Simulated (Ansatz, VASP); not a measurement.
NbP in VASP and in Ansatz

File INCAR:

```
SYSTEM = NbP
PREC = Accurate ; ENCUT = 520
EDIFF = 1E-7 ; ISMEAR = -1
SIGMA = 0.05 ; LREAL = .FALSE.
LASPH = .TRUE. ; NELM = 80
ALGO = Normal ; ISIF = 2
LWAVE = .FALSE. ; LCHARG = .FALSE.
GGA = PE ; NBANDS = 26
```

KPOINTS

```
Automatic mesh
0
G
  11 11 11
  0 0 0
```

Contents of POSCAR:

```
NbP
1.0
   -1.6522863814      1.6522863814      5.6625296365
    1.6522863814     -1.6522863814      5.6625296365
    1.6522863814      1.6522863814     -5.6625296365
Nb P
2 2
Direct
    0.2498808000      0.7498808000      0.5000000000
    0.4998808000      0.4998808000      0.0000000000
    0.8327477700      0.3327477700      0.5000000000
    0.0827477700      0.0827477700      0.0000000000
```

input.yaml

```yaml
crystal:
  lattice:
    - [-1.6522863814, 1.6522863814, 5.6625296365]
    - [1.6522863814, -1.6522863814, 5.6625296365]
    - [1.6522863814, 1.6522863814, -5.6625296365]
  atoms:
    - { symbol: Nb, position: [0.2498808, 0.7498808, 0.5] }
    - { symbol: Nb, position: [0.4998808, 0.4998808, 0.0] }
    - { symbol: P, position: [0.83274777, 0.33274777, 0.5] }
    - { symbol: P, position: [0.08274777, 0.08274777, 0.0] }
hamiltonian:
  xc: pbe
  pseudopotentials: { kind: paw }
kpoints:
  mp_grid: { grid: [11, 11, 11] }
scf:
  occupations: { method: fermi_dirac, width: 0.05 }
output:
  forces: true
  stress: true
  eigenvalues: true
```

Alike in both runs: task single point; functional PBE; k mesh 11 × 11 × 11; occupations fermi-dirac, width 0.05 eV; no spin polarisation.

|  | VASP | Ansatz |
| --- | --- | --- |
| version | VASP 6.6.1 | Ansatz 0.2.0 |
| potentials or method | VASP PAW PBE potentials, release 64 (Nb_sv, P) | Ansatz PAW |
| plane-wave cutoff (eV) | 520 | 420 |
| valence electrons in the cell | 36 | 36 |

|  | VASP | Ansatz | Ansatz less VASP |
| --- | --- | --- | --- |
| gap on the k mesh at the Fermi level (eV) | none | none | - |
| pressure (GPa) | 6.7 | 7.2 | +0.44 |
| traceless stress, the component that is largest in VASP (GPa) | -1.08 | -1.11 | -0.025 |
| rms of the force components (eV/Å) | 0.017 | 0.018 | +0.0009 |

Atom by atom the forces differ by 0.001 eV/Å (rms over components). A gap of «none» marks a metal or a gap that the smearing closes.
